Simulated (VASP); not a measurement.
# Ru (P6_3/mmc) in VASP: a series of runs, part 2 of 2

VASP 6.6.1. The steps go on from the part before.

**4. Relaxation of cell and atoms, PBEsol**

This run uses another cell than the first one, of 13.57 Å³/atom, 1.018 times its volume.

The input, INCAR:

```
SYSTEM = Ru
PREC = Accurate ; ENCUT = 600
EDIFF = 1E-6 ; ISMEAR = 0
SIGMA = 0.1 ; LREAL = .FALSE.
LASPH = .TRUE. ; NELM = 100
ALGO = Normal ; ISIF = 3
LWAVE = .FALSE. ; LCHARG = .FALSE.
GGA = PS ; IBRION = 2
NSW = 100 ; EDIFFG = -0.005
```

The input, KPOINTS:

```
Automatic mesh
0
G
  18 18 10
  0 0 0
```

The input, POSCAR:

```
Ru
1.0
    2.7058000000      0.0000000000      0.0000000000
   -1.3529000000      2.3432915376      0.0000000000
    0.0000000000      0.0000000000      4.2819000000
Ru
2
Direct
    0.3333333333      0.6666666667      0.2500000000
    0.6666666667      0.3333333333      0.7500000000
```

Potentials or basis: VASP PAW PBE potentials, release 64 (Ru_pv).

Started as:

```sh
$ cat potpaw_PBE.64/Ru_pv/POTCAR > POTCAR
$ mpirun -np 1 vasp_std > vasp.out
```

OUTCAR:

```text
SYSTEM = Ru
   PREC = Accurate
   ENCUT = 600
   EDIFF = 1E-6
   ISMEAR = 0
   LREAL = .FALSE.
   LASPH = .TRUE.
   NELM = 100
   ISIF = 3
   GGA = PS
   IBRION = 2
   NSW = 100
   EDIFFG = -0.005

 ion  position               nearest neighbor table
   1  0.333  0.667  0.250-   2 2.65   2 2.65   2 2.65   2 2.65   2 2.65   2 2.65
   2  0.667  0.333  0.750-   1 2.65   1 2.65   1 2.65   1 2.65   1 2.65   1 2.65

  LATTYP: Found a hexagonal cell.
 ALAT       =     2.7058000000
 C/A-ratio  =     1.5824894671

  Lattice vectors:

 A1 = (   2.7058000000,   0.0000000000,   0.0000000000)
 A2 = (  -1.3529000000,   2.3432915376,   0.0000000000)
 A3 = (   0.0000000000,   0.0000000000,   4.2819000000)

Analysis of symmetry for initial positions (statically):
=====================================================================
 Subroutine PRICEL returns:
 Original cell was already a primitive cell.

 Routine SETGRP: Setting up the symmetry group for a
 hexagonal supercell.

 Subroutine GETGRP returns: Found 24 space group operations
 (whereof 12 operations were pure point group operations)
 out of a pool of 24 trial point group operations.

The static configuration has the point symmetry D_3d.
 The point group associated with its full space group is D_6h.

Analysis of symmetry for dynamics (positions and initial velocities):
=====================================================================
 Subroutine PRICEL returns:
 Original cell was already a primitive cell.

 Routine SETGRP: Setting up the symmetry group for a
 hexagonal supercell.

 Subroutine GETGRP returns: Found 24 space group operations
 (whereof 12 operations were pure point group operations)
 out of a pool of 24 trial point group operations.

The dynamic configuration has the point symmetry D_3d.
 The point group associated with its full space group is D_6h.

 Subroutine INISYM returns: Found 24 space group operations
 (whereof 12 operations are pure point group operations),
[... 124 lines left out ...]
   IVDW    =     0    specifies the selected vdW correction
   LEPSILON=     F    determine dielectric tensor
   LRPA    =     F    only Hartree local field effects (RPA)
 conjugate gradient relaxation of ions
 non-spin polarized calculation
 Gauss-broadening in eV      SIGMA  =   0.10
  energy-cutoff  :      600.00
  volume of cell :       27.15
 maximum number of plane-waves:       935
 NGX is ok and might be reduce to    24
   NGX = 11   NGY = 11   NGZ = 17

--------------------------------------- Ionic step        1  -------------------------------------------

 number of electron      28.0000002 magnetization

 Free energy of the ion-electron system (eV)
  ---------------------------------------------------
  ext. energy  EPLUGINS =         0.00000000
  ---------------------------------------------------
  free energy    TOTEN  =       -20.33551630 eV

  energy without entropy =      -20.32645593  energy(sigma->0) =      -20.33098611

------------------------ aborting loop because EDIFF is reached ----------------------------------------

  FORCE on cell =-STRESS in cart. coord.  units (eV):
  Direction    XX          YY          ZZ          XY          YZ          ZX
  --------------------------------------------------------------------------------------
  -------------------------------------------------------------------------------------
  Total       -1.0442355     -1.0442355     -1.1796908      0.0000000      0.0000000      0.0000000
  in kB      -61.6240889    -61.6240889    -69.6177934      0.0000000      0.0000000      0.0000000
  external PRESSURE =     -64.2886571 kB  Pullay stress =       0.0000000 kB
[... 95 lines left out ...]
--------------------------------------- Ionic step        4  -------------------------------------------

 number of electron      27.9999996 magnetization

 Free energy of the ion-electron system (eV)
  ---------------------------------------------------
  ext. energy  EPLUGINS =         0.00000000
  ---------------------------------------------------
  free energy    TOTEN  =       -20.34619528 eV

  energy without entropy =      -20.33735064  energy(sigma->0) =      -20.34177296

 E-fermi :  13.0527     XC(G=0): -14.4014

 val. band max:       13.0494155561   @ k =   0.1667   0.0000   0.4000
 cond. band min:      13.0527418181   @ k =   0.1667   0.1111   0.3000
 fundamental gap:      0.0033262620
 Fermi energy:        13.0526933325

 k-point     1 :       0.0000    0.0000    0.0000
  band No.  band energies     occupation
      1     -30.6190      2.00000
      2     -29.6167      2.00000
      3     -29.6167      2.00000
      4     -29.4342      2.00000
      5     -29.4342      2.00000
      6     -29.3905      2.00000
[... 481 lines left out ...]
      5     -29.7019      2.00000
      6     -29.6189      2.00000
[... 10 lines left out ...]
     17      16.9054      0.00000
     18      20.5979      0.00000

 [... further k-points ...]

------------------------ aborting loop because EDIFF is reached ----------------------------------------

  FORCE on cell =-STRESS in cart. coord.  units (eV):
  Direction    XX          YY          ZZ          XY          YZ          ZX
  --------------------------------------------------------------------------------------
  -------------------------------------------------------------------------------------
  Total        0.0076553      0.0076553      0.0001014     -0.0000000      0.0000000     -0.0000000
  in kB        0.4605960      0.4605960      0.0060981     -0.0000000      0.0000000     -0.0000000
  external PRESSURE =       0.3090967 kB  Pullay stress =       0.0000000 kB
[... 17 lines left out ...]
  FREE ENERGIE OF THE ION-ELECTRON SYSTEM (eV)
  ---------------------------------------------------
  free  energy   TOTEN  =       -20.3461952752 eV

  energy  without entropy=      -20.3373506352  energy(sigma->0) =      -20.34177296

 reached required accuracy - stopping structural energy minimisation
```

OSZICAR:

```text
N       E                     dE             d eps       ncg     rms          rms(c)
DAV:   1     0.305969323793E+03    0.30597E+03   -0.19482E+04  8008   0.192E+03
DAV:   2    -0.145069052879E+02   -0.32048E+03   -0.31461E+03  8438   0.523E+02
[... 29 lines left out ...]
   3 F= -.20346190E+02 E0= -.20341764E+02  d E =-.106733E-01
       N       E                     dE             d eps       ncg     rms          rms(c)
DAV:   1    -0.203463192878E+02   -0.12924E-03   -0.27084E-03  8052   0.648E-01    0.987E-02
DAV:   2    -0.203461950685E+02    0.12422E-03   -0.36065E-04  8048   0.203E-01    0.156E-02
DAV:   3    -0.203461927419E+02    0.23267E-05   -0.20027E-05  8194   0.436E-02    0.982E-03
DAV:   4    -0.203461953332E+02   -0.25914E-05   -0.13740E-06  5644   0.111E-02    0.109E-03
DAV:   5    -0.203461952752E+02    0.58066E-07   -0.15574E-07  4040   0.421E-03
   4 F= -.20346195E+02 E0= -.20341773E+02  d E =-.106790E-01
```

Wall time 5.5 min (1 thread of AMD EPYC 7R43 (Zen 3), shared host); peak memory 0.21 GiB.

Results:

* Free energy: -20.3462 eV
* Relaxed volume: 13.31 Å³/atom
* Relaxed cell: a = 2.689 Å, b = 2.689 Å, c = 4.252 Å, α = 90.00°, β = 90.00°, γ = 120.00°
* Space group after relaxing (to 0.05 Å): P6_3/mmc (No. 194)
* Energy gained by relaxing: 5.3 meV/atom
* Ionic steps: 4
* Pressure after relaxing: 0.0 GPa
* Band gap on the k mesh: zero (band 14 reaches 14.58 eV, above the bottom of band 15 at 11.36 eV)

Step by step:
```
step  energy change (eV)  largest force (eV/Å)  pressure (GPa)  volume (Å³)
   1              0.0000                0.0000           -6.43        27.15
   2              0.1030                0.0000           24.63        25.06
   3             -0.0107                0.0000           -0.20        26.64
   4             -0.0107                0.0000            0.03        26.63
```

Final structure:
```
CELL_PARAMETERS angstrom
2.68912 0.00000 0.00000
-1.34456 2.32885 0.00000
0.00000 0.00000 4.25208
ATOMIC_POSITIONS crystal
Ru 0.33333 0.66667 0.25000
Ru 0.66667 0.33333 0.75000
```

Caveat: the PAW data sets were made with another functional, which shifts forces and pressure a little.

**5. The runs side by side**

```csv
task,cell,cutoff (eV),smearing,gap on the mesh (eV),pressure (GPa)
single point,"a = 2.692, b = 2.692, c = 4.252 Å, angles 90.0, 90.0, 120.0°, 2 atoms",520,fermi-dirac 0.15 eV,none,-0.1
single point,"a = 2.710, b = 2.710, c = 4.277 Å, angles 90.0, 90.0, 120.0°, 2 atoms",520,fermi-dirac 0.15 eV,none,-6.6
relaxation of cell and atoms,"relaxed from a = 2.706, b = 2.706, c = 4.282 Å, angles 90.0, 90.0, 120.0°, 2 atoms",600,gaussian 0.1 eV,none,0.0
```

Alike in all rows: level PBEsol; potentials or basis VASP PAW PBE potentials, release 64 (Ru_pv); no spin polarisation; k mesh 18 × 18 × 10.

Caveats: the PAW data sets were made with another functional, which shifts forces and pressure a little.

Absolute energies hang on the potentials; compare differences alone.
